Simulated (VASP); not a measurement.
## NaVS2: single point with LDA

The system is NaVS2.

```xyz
4
Lattice="1.7242 0.9955 6.1915 -1.7242 0.9955 6.1915 0.0000 -1.9910 6.1915" Properties=species:S:1:pos:R:3 pbc="T T T"
Na    0.0000    0.0000    9.2873
V     0.0000    0.0000    0.0000
S     0.0000    0.0000    4.9107
S     0.0000    0.0000   13.6639
```

```
Program                : VASP 6.6.1
Task                   : single point
Functional             : LDA
Potentials or basis    : VASP PAW LDA potentials, release 64 (Na_pv, V_sv, S)
Cutoff                 : 520 eV
k mesh                 : 11 × 11 × 11
Occupations            : fermi-dirac, width 0.03 eV
Spin                   : no spin polarisation
Dipole correction      : no
Further INCAR settings : ALGO = Normal; EDIFF = 1e-07; NBANDS = 24
```

The pressure is 0.2 GPa and the largest force is 0.408 eV/Å. The band gap on the k mesh is zero (bands 16 and 17 overlap by 0.57 eV).

Forces on the atoms (eV/Å):
```
Na   0.000  0.000  0.000
V    0.000  0.000  0.000
S    0.000  0.000 -0.408
S    0.000  0.000  0.408
```

Stress tensor (GPa, compression positive):
```
-2.68  0.00  0.00
 0.00 -2.68  0.00
 0.00  0.00  5.93
```

Levels at points of the mesh, in eV from the Fermi level:
```csv
k point,band 13,band 14,band 15,band 16,band 17,band 18,band 19,band 20
"(0.00, 0.00, 0.00)",-1.70,-1.06,-1.06,-0.49,-0.49,0.11,2.60,2.60
```

It took 4.4 min on 1 thread of Intel(R) Xeon(R) 6975P-C (Granite Rapids) (shared host), peak memory 0.39 GiB.

Caveat: the run has no spin polarisation, though such a crystal can be magnetic. With open d or f shells a metallic result of LDA can be an artefact of self-interaction; +U or a hybrid may open a gap.
